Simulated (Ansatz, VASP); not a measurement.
Si16Ge: VASP beside Ansatz

```
Si Ge
1.0
     0.00000    5.43000    5.43000
     5.43000    0.00000    5.43000
     5.43000    5.43000    0.00000
Si Ge
16 1
Direct
  0.99720 0.99800 0.01827
  0.11265 0.11338 0.15937
  0.02264 0.02379 0.52287
  0.14940 0.15052 0.64965
  0.96503 0.51218 0.01185
  0.10587 0.62786 0.12726
  0.99719 0.51921 0.49734
  0.11278 0.66013 0.61272
  0.51145 0.96605 0.01183
  0.62701 0.10710 0.12720
  0.51804 0.99804 0.49739
  0.65914 0.11353 0.61274
  0.47459 0.47576 0.97484
  0.60135 0.60253 0.10163
  0.51161 0.51233 0.46524
  0.62708 0.62787 0.60616
  0.31193 0.31281 0.81212
```

Alike in both runs: functional PBE; k mesh 2 × 2 × 2; occupations gaussian, width 0.02 eV; no spin polarisation.

Ansatz relaxed the structure, and its values are those at the end. VASP's run is a single point on that final structure, the one shown.

|  | VASP | Ansatz |
| --- | --- | --- |
| version | VASP 6.6.1 | Ansatz 0.2.0 |
| potentials or method | VASP PAW PBE potentials, release 64 (Si, Ge_d), cutoff 520 eV | scalar-relativistic, plane waves, PAW |
| valence electrons in the cell | 78 | 78 |

Ansatz gave:

* rms of the force components (eV/Å): 0.009

Task: Estimate VASP's values.

Result: rms of the force components (eV/Å): 0.008.

The k mesh is coarse, so the values compare programs but aren't converged.
